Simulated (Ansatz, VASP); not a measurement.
**BaTiO3: VASP beside Ansatz**

Contents of INCAR:

```
SYSTEM = BaTiO3
PREC     = Accurate       ! precision mode
ENCUT    = 1000           ! plane-wave cutoff, eV
EDIFF    = 1E-8           ! SCF threshold, eV
ISMEAR   = -1             ! smearing method
SIGMA    = 0.02           ! smearing width, eV
LREAL    = .False.        ! projectors in reciprocal space
LASPH    = .True.         ! aspherical terms in the spheres
NELM     = 120            ! most SCF steps
ALGO     = Normal         ! electronic algorithm
ISIF     = 2              ! what is computed and relaxed
LWAVE    = .False.        ! write WAVECAR
LCHARG   = .False.        ! write CHGCAR
GGA      = PE             ! functional
IVDW     = 13             ! dispersion correction
LEFG     = .True.       
NBANDS   = 28             ! bands
GGA_COMPAT= .False.
```

KPOINTS

```
Automatic mesh
0
Gamma
  5 5 5
  0 0 0
```

Contents of POSCAR:

```
BaTiO3
1.0
    4.0076816357      0.0000000000      0.0000000000
    0.0000000000      4.0076816357      0.0000000000
    0.0000000000      0.0000000000      4.0076816357
Ba Ti O
1 1 3
Direct
    0.5000000000      0.5000000000      0.5000000000
    0.0000000000      0.0000000000      0.0000000000
    0.5000000000      0.0000000000      0.0000000000
    0.0000000000      0.5000000000      0.0000000000
    0.0000000000      0.0000000000      0.5000000000
```

Input for Ansatz:

```yaml
crystal:
  lattice:
    - [4.0076816357, 0.0, 0.0]
    - [0.0, 4.0076816357, 0.0]
    - [0.0, 0.0, 4.0076816357]
  atoms:
    - { symbol: Ba, position: [0.5, 0.5, 0.5] }
    - { symbol: Ti, position: [0.0, 0.0, 0.0] }
    - { symbol: O, position: [0.5, 0.0, 0.0] }
    - { symbol: O, position: [0.0, 0.5, 0.0] }
    - { symbol: O, position: [0.0, 0.0, 0.5] }
kpoints:
  mp_grid: { grid: [5, 5, 5] }
scf:
  occupations: { method: fermi_dirac, width: 0.02 }
hamiltonian:
  xc: pbe
  pseudopotentials: { kind: paw }
  dispersion: d4
output:
  forces: true
  stress: true
  populations: true
  efg:
    quadrupole_moments_barn: { Ba: 0.236, Ti: 0.247, O: -0.02558 }
    contact_densities: true
basis:
  xc_grid: 4
```

Alike in both runs: task electric field gradients; functional PBE; dispersion D4; k mesh 5 × 5 × 5; occupations fermi-dirac, width 0.02 eV; no spin polarisation.

|  | VASP | Ansatz |
| --- | --- | --- |
| version | VASP 6.6.1 | Ansatz 0.2.0 |
| potentials or method | VASP PAW PBE potentials, release 64 (Ba_sv, Ti_sv, O_h) | plane-wave PAW, scalar-relativistic |
| plane-wave cutoff (eV) | 1000 | 420 |
| valence electrons in the cell | 40 | 40 |

Ansatz gave:

* gap on the k mesh at the Fermi level (eV): 1.91
* size of Vzz on the site where it differs most (V/Å²): 25.9

**Question.** Which values does VASP return?

**Answer.** gap on the k mesh at the Fermi level (eV): 1.85; size of Vzz on the site where it differs most (V/Å²): 25.1.

Neither program's run includes spin-orbit coupling.
